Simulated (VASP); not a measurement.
# Ga4As3P (Amm2) in VASP: single point with PBE

Aim: the single point of Ga4As3P with PBE.

Program: VASP 6.6.1. These are calculated values, not measurements. Logs are shortened: lines on timing, memory, paths and dates and some standing lists are left out, and cuts for length are marked.

## 1. The cell of the first run

The structure is orthorhombic, space group Amm2 (No. 38). The conventional cell has a = 4.019 Å, b = 8.038 Å, c = 11.371 Å, α = 90.00°, β = 90.00°, γ = 90.00°. Ga (site symmetry m) has 1 P at 2.41 Å and 3 As at 2.48 Å within 3.2 Å. Ga (site symmetry mm2) has 2 P at 2.43 Å and 2 As at 2.49 Å within 3.2 Å. Ga (site symmetry mm2) has 4 As at 2.46 Å within 3.2 Å. Within 3.2 Å of P (site symmetry mm2) lie 4 Ga at 2.41 to 2.43 Å. Within 3.2 Å of As (site symmetry m) lie 4 Ga at 2.46 to 2.49 Å. As (site symmetry mm2) has 4 Ga at 2.46 to 2.48 Å within 3.3 Å.

## 2. Single point, PBE

INCAR

```
SYSTEM = Ga4As3P
PREC     = Accurate       ! precision mode
ENCUT    = 520            ! plane-wave cutoff, eV
EDIFF    = 1E-6           ! SCF threshold, eV
ISMEAR   = 0              ! smearing method
SIGMA    = 0.02           ! smearing width, eV
LREAL    = .False.        ! projectors in reciprocal space
LASPH    = .True.         ! aspherical terms in the spheres
NELM     = 60             ! most SCF steps
ALGO     = Normal         ! electronic algorithm
ISIF     = 2              ! what is computed and relaxed
LWAVE    = .False.        ! write WAVECAR
LCHARG   = .False.        ! write CHGCAR
GGA      = PE             ! functional
NBANDS   = 46             ! bands
```

KPOINTS

```
Automatic mesh
0
Gamma
  10 6 6
  0 0 0
```

POSCAR

```
Ga4As3P
1.0
    4.0191007000      0.0000000000      0.0000000000
    0.0000000000      4.0191657000      5.6854286000
    0.0000000000     -4.0191657000      5.6854286000
Ga P As
4 1 3
Direct
    0.0000000000      0.5076540000      0.9969920000
    0.5000000000      0.9952610000      0.9952610000
    0.5000000000      0.5002640000      0.5002640000
    0.0000000000      0.9969920000      0.5076540000
    0.0000000000      0.8749940000      0.8749940000
    0.5000000000      0.3748420000      0.8752120000
    0.0000000000      0.3747820000      0.3747820000
    0.5000000000      0.8752120000      0.3748420000
```

Potentials or basis: VASP PAW PBE potentials, release 64 (Ga_d, P, As).

Command:

```sh
> cat potpaw_PBE.64/Ga_d/POTCAR potpaw_PBE.64/P/POTCAR potpaw_PBE.64/As/POTCAR > POTCAR
> mpirun -np 1 vasp_std > vasp.out
```

OUTCAR:

```text
SYSTEM = Ga4As3P
   PREC = Accurate
   ENCUT = 520
   EDIFF = 1E-6
   ISMEAR = 0
   LREAL = .False.
   LASPH = .True.
   NELM = 60
   ISIF = 2
   GGA = PE

 ion  position               nearest neighbor table
   1  0.000  0.508  0.997-   5 2.41   6 2.48   6 2.48   7 2.48
   2  0.500  0.995  0.995-   5 2.43   5 2.43   8 2.49   6 2.49
   3  0.500  0.500  0.500-   6 2.46   8 2.46   7 2.46   7 2.46
   4  0.000  0.997  0.508-   5 2.41   8 2.48   8 2.48   7 2.48
   5  0.000  0.875  0.875-   1 2.41   4 2.41   2 2.43   2 2.43
   6  0.500  0.375  0.875-   3 2.46   1 2.48   1 2.48   2 2.49
   7  0.000  0.375  0.375-   3 2.46   3 2.46   4 2.48   1 2.48
   8  0.500  0.875  0.375-   3 2.46   4 2.48   4 2.48   2 2.49

  LATTYP: Found a base centered orthorhombic cell.
 ALAT       =     8.0383314000
 B/A-ratio  =     1.4145792994
 C/A-ratio  =     0.4999919137

  Lattice vectors:

 A1 = (   0.0000000000,   4.0191657000,  -5.6854286000)
 A2 = (   0.0000000000,   4.0191657000,   5.6854286000)
 A3 = (   4.0191007000,   0.0000000000,   0.0000000000)

Analysis of symmetry for initial positions (statically):
=====================================================================
 Subroutine PRICEL returns:
 Original cell was already a primitive cell.

 Routine SETGRP: Setting up the symmetry group for a
 base centered orthorhombic supercell.

 Subroutine GETGRP returns: Found  4 space group operations
 (whereof  4 operations were pure point group operations)
 out of a pool of  8 trial point group operations.

The static configuration has the point symmetry C_2v.

Analysis of symmetry for dynamics (positions and initial velocities):
=====================================================================
 Subroutine PRICEL returns:
 Original cell was already a primitive cell.

 Routine SETGRP: Setting up the symmetry group for a
 base centered orthorhombic supercell.

 Subroutine GETGRP returns: Found  4 space group operations
 (whereof  4 operations were pure point group operations)
 out of a pool of  8 trial point group operations.

The dynamic configuration has the point symmetry C_2v.

 Subroutine INISYM returns: Found  4 space group operations
 (whereof  4 operations are pure point group operations),
 and found     1 'primitive' translations

----------------------------------------------------------------------------------------

                                     Primitive cell

  volume of cell :     183.6784

  direct lattice vectors                    reciprocal lattice vectors
     4.019100700  0.000000000  0.000000000     0.248811880  0.000000000  0.000000000
     0.000000000  4.019165700  5.685428600     0.000000000  0.124403928  0.087944117
     0.000000000 -4.019165700  5.685428600     0.000000000 -0.124403928  0.087944117

  length of vectors
     4.019100700  6.962599464  6.962599464     0.248811880  0.152349943  0.152349943

  position of ions in fractional coordinates (direct lattice)
     0.000000000  0.507654000  0.996992000
     0.500000000  0.995261000  0.995261000
     0.500000000  0.500264000  0.500264000
     0.000000000  0.996992000  0.507654000
     0.000000000  0.874994000  0.874994000
     0.500000000  0.374842000  0.875212000
     0.000000000  0.374782000  0.374782000
     0.500000000  0.875212000  0.374842000

  ion indices of the primitive-cell ions
   primitive index   ion index
                 1           1
                 2           2
                 3           3
                 4           4
                 5           5
                 6           6
                 7           7
                 8           8

----------------------------------------------------------------------------------------

 KPOINTS: Automatic mesh

Automatic generation of k-mesh.
 Grid dimensions read from file:
 generate k-points for:   10    6    6

 Generating k-lattice:

  Cartesian coordinates                     Fractional coordinates (reciprocal lattice)
     0.024881188  0.000000000  0.000000000     0.100000000  0.000000000  0.000000000
     0.000000000  0.020733988  0.014657353     0.000000000  0.166666667  0.000000000
     0.000000000 -0.020733988  0.014657353     0.000000000  0.000000000  0.166666667

  Length of vectors
     0.024881188  0.025391657  0.025391657

  Shift w.r.t. Gamma in fractional coordinates (k-lattice)
     0.000000000  0.000000000  0.000000000

 Subroutine IBZKPT returns following result:
 ===========================================

 Found     78 irreducible k-points:

 Following reciprocal coordinates:
            Coordinates               Weight
  0.000000  0.000000  0.000000      1.000000
  0.100000  0.000000  0.000000      2.000000
  0.200000  0.000000  0.000000      2.000000
  0.300000  0.000000  0.000000      2.000000
  0.400000  0.000000  0.000000      2.000000
  0.500000  0.000000  0.000000      1.000000
[... 16 lines left out ...]
  0.400000  0.500000  0.000000      4.000000
  0.500000  0.500000  0.000000      2.000000
 [... further k-points ...]
   k-points           NKPTS =     78   k-points in BZ     NKDIM =     78   number of bands    NBANDS=     46
   number of dos      NEDOS =    301   number of ions     NIONS =      8
   total plane-waves  NPLWV =  87480
   dimension x,y,z NGX =    30 NGY =   54 NGZ =   54
   dimension x,y,z NGXF=    60 NGYF=  108 NGZF=  108
   ions per type =               4   1   3
   NGX,Y,Z   is equivalent  to a cutoff of  12.41, 12.89, 12.89 a.u.
   NGXF,Y,Z  is equivalent  to a cutoff of  24.82, 25.79, 25.79 a.u.
 SYSTEM =  Ga4As3P
   PREC   = accura    normal or accurate (medium, high low for compatibility)
   ISTART =      0    job   : 0-new  1-cont  2-samecut
   ICHARG =      2    charge: 1-file 2-atom 10-const
   ISPIN  =      1    spin polarized calculation?
   LNONCOLLINEAR =      F non collinear calculations
   LSORBIT =      F    spin-orbit coupling
   LASPH  =      T    aspherical Exc in radial PAW
   ENCUT  =  520.0 eV  38.22 Ry    6.18 a.u.   7.47 12.95 12.95*2*pi/ulx,y,z
   NELM   =     60;   NELMIN=  2; NELMDL= -5     # of ELM steps
   EDIFF  = 0.1E-05   stopping-criterion for ELM
   LREAL  =      F    real-space projection
   EDIFFG = 0.1E-04   stopping-criterion for IOM
   NSW    =      0    number of steps for IOM
   IBRION =     -1    ionic relax: 0-MD 1-quasi-New 2-CG
   NFREE  =      0    steps in history (QN), initial steepest desc. (CG)
   ISIF   =      2    stress and relaxation
   ISYM   =      2    0-nonsym 1-usesym 2-fastsym
   POTIM  = 0.5000    time-step for ionic-motion
   TEBEG  =    0.0;   TEEND  =   0.0 temperature during run
   PSTRESS=    0.0 pullay stress
   NELECT =      72.0000    total number of electrons
   NUPDOWN=      -1.0000    fix difference up-down
   EMIN   =  10.00;   EMAX   =-10.00  energy-range for DOS
   EFERMI =   0.00;   METHOD = LEGACY
   ISMEAR =     0;   SIGMA  =   0.02  broadening in eV -4-tet -1-fermi 0-gaus
   EFERMI_NEDOS =   21; number of points for ismear=-14 and -15
   IALGO  =     38    algorithm
   IMIX   =      4    mixing-type and parameters
     AMIX     =   0.40;   BMIX     =  1.00
     AMIX_MAG =   1.60;   BMIX_MAG =  1.00
  volume/ion in A,a.u.               =      22.96       154.94
  Fermi-wavevector in a.u.,A,eV,Ry     =   1.198118  2.264115 19.530989  1.435487
  Thomas-Fermi vector in A             =   2.334015
   LORBIT       =      0    0 simple, 1 ext, 2 COOP (PROOUT), +10 PAW based schemes
   GGA     = PE    functional components
   LHFCALC =     F    Hartree Fock is set to
   AEXX    =    0.0000 exact exchange contribution
   IVDW    =     0    specifies the selected vdW correction
   LEPSILON=     F    determine dielectric tensor
   LRPA    =     F    only Hartree local field effects (RPA)
 non-spin polarized calculation
 Gauss-broadening in eV      SIGMA  =   0.02
  energy-cutoff  :      520.00
  volume of cell :      183.68
 maximum number of plane-waves:      4977
 NGX is ok and might be reduce to    30
   NGX = 15   NGY = 25   NGZ = 25

 number of electron      72.0000018 magnetization

 Free energy of the ion-electron system (eV)
  ---------------------------------------------------
  ext. energy  EPLUGINS =         0.00000000
  ---------------------------------------------------
  free energy    TOTEN  =       -33.89369440 eV

  energy without entropy =      -33.89369440  energy(sigma->0) =      -33.89369440

 E-fermi :   3.8811     XC(G=0):  -9.4554

 val. band max:        3.7438309714   @ k =   0.0000   0.0000   0.0000
 cond. band min:       4.1864712597   @ k =   0.0000   0.0000   0.0000
 fundamental gap:      0.4426402884
 Fermi energy:         3.8810728915

 k-point     1 :       0.0000    0.0000    0.0000
  band No.  band energies     occupation
      1     -11.1120      2.00000
      2     -11.0898      2.00000
      3     -11.0429      2.00000
      4     -11.0411      2.00000
      5     -11.0047      2.00000
      6     -10.9961      2.00000
[... 38 lines left out ...]
     45       8.2594      0.00000
     46       8.2946      0.00000

 k-point     2 :       0.1000    0.0000    0.0000
  band No.  band energies     occupation
      1     -11.1103      2.00000
      2     -11.0899      2.00000
      3     -11.0499      2.00000
      4     -11.0361      2.00000
      5     -11.0028      2.00000
      6     -10.9954      2.00000
[... 38 lines left out ...]
     45       8.1019      0.00000
     46       8.2108      0.00000

 k-point     3 :       0.2000    0.0000    0.0000
  band No.  band energies     occupation
      1     -11.1065      2.00000
      2     -11.0906      2.00000
      3     -11.0589      2.00000
      4     -11.0313      2.00000
      5     -10.9983      2.00000
      6     -10.9975      2.00000
[... 1018 lines left out ...]
     45       9.2726      0.00000
     46       9.5444      0.00000

 k-point    24 :       0.5000    0.5000    0.0000
  band No.  band energies     occupation
      1     -11.1082      2.00000
      2     -11.0975      2.00000
      3     -11.0704      2.00000
      4     -11.0291      2.00000
      5     -11.0119      2.00000
      6     -10.9998      2.00000
[... 38 lines left out ...]
     45       9.7079      0.00000
     46       9.9196      0.00000

 [... further k-points ...]

------------------------ aborting loop because EDIFF is reached ----------------------------------------

  FORCE on cell =-STRESS in cart. coord.  units (eV):
  Direction    XX          YY          ZZ          XY          YZ          ZX
  --------------------------------------------------------------------------------------
  -------------------------------------------------------------------------------------
  Total        0.1516576      0.1961071      0.1683778      0.0000000      0.0000000      0.0000000
  in kB        1.3228685      1.7105899      1.4687144      0.0000000      0.0000000      0.0000000
  external PRESSURE =       1.5007243 kB  Pullay stress =       0.0000000 kB

 VOLUME and BASIS-vectors are now :
 -----------------------------------------------------------------------------
  energy-cutoff  :      520.00
  volume of cell :      183.68
      direct lattice vectors                 reciprocal lattice vectors
     4.019100700  0.000000000  0.000000000     0.248811880  0.000000000  0.000000000
     0.000000000  4.019165700  5.685428600     0.000000000  0.124403928  0.087944117
     0.000000000 -4.019165700  5.685428600     0.000000000 -0.124403928  0.087944117

 POSITION                                       TOTAL-FORCE (eV/Angst)
 -----------------------------------------------------------------------------------
      0.00000     -1.96673      8.55456         0.000000      0.007966      0.001639
      2.00955      0.00000     11.31697         0.000000     -0.000000     -0.016693
      2.00955      0.00000      5.68843         0.000000     -0.000000     -0.002833
      0.00000      1.96673      8.55456         0.000000     -0.007966      0.001639
      0.00000      0.00000      9.94943         0.000000     -0.000000      0.005129
      2.00955     -2.01107      7.10709         0.000000      0.000098      0.004073
      0.00000      0.00000      4.26159         0.000000     -0.000000      0.002972
      2.00955      2.01107      7.10709         0.000000     -0.000098      0.004073
 -----------------------------------------------------------------------------------
    total drift:                                0.000000     -0.000000     -0.000521

  FREE ENERGIE OF THE ION-ELECTRON SYSTEM (eV)
  ---------------------------------------------------
  free  energy   TOTEN  =       -33.8936943989 eV

  energy  without entropy=      -33.8936943989  energy(sigma->0) =      -33.89369440
```

Run time: 8.3 min. Hardware: 1 thread of AMD EPYC 9R14 (Zen 4), shared host; peak memory 0.6 GiB.

Results:

| Quantity | Value |
| --- | --- |
| Free energy | -33.8937 eV |
| Pressure | 0.2 GPa |
| Largest force | 0.017 eV/Å |
| Band gap on the k mesh | 0.44 eV |

Forces on the atoms (eV/Å):
```
Ga   0.000  0.008  0.002
Ga   0.000  0.000 -0.017
Ga   0.000  0.000 -0.003
Ga   0.000 -0.008  0.002
P    0.000  0.000  0.005
As   0.000  0.000  0.004
As   0.000  0.000  0.003
As   0.000  0.000  0.004
```

Caveat: semilocal functionals underestimate gaps, and a narrow one can read as zero.
